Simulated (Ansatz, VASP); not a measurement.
## Two plane-wave programs on Al

```xyz
12
Lattice="2.8562 0.0000 0.0000 -1.4281 2.4736 0.0000 0.0000 0.0000 28.0450" Properties=species:S:1:pos:R:3 pbc="T T T"
Al    0.0000    0.0000   -0.0019
Al    0.0000    1.6490    2.3275
Al    1.4281    0.8245    4.6575
Al    0.0000    0.0000    6.9819
Al    0.0000    1.6490    9.3381
Al    0.0000    0.0000   11.6924
Al    1.4281    0.8245   14.0155
Al    0.0000    1.6490   16.3698
Al    1.4281    0.8245   18.7259
Al    0.0000    0.0000   21.0503
Al    0.0000    1.6490   23.3804
Al    1.4281    0.8245   25.7098
```

Alike in both runs: functional PBE; k mesh 18 × 18 × 2; occupations gaussian, width 0.1 eV; no spin polarisation.

Ansatz relaxed the structure, and its values are those at the end. VASP's run is a single point on that final structure, the one shown.

|  | VASP | Ansatz |
| --- | --- | --- |
| version | VASP 6.6.1 | Ansatz 0.2.0 |
| potentials or method | VASP PAW PBE potentials, release 64 (Al), cutoff 520 eV | scalar-relativistic, plane waves, PAW |
| valence electrons in the cell | 36 | 36 |

```csv
,VASP,Ansatz,Ansatz less VASP
gap on the k mesh at the Fermi level (eV),none,none,-
pressure (GPa),0.0,0.0,+0.04
```

A gap of «none» marks a metal or a gap that the smearing closes. With one functional, cell and mesh, what is left measures potentials, basis and numerics.
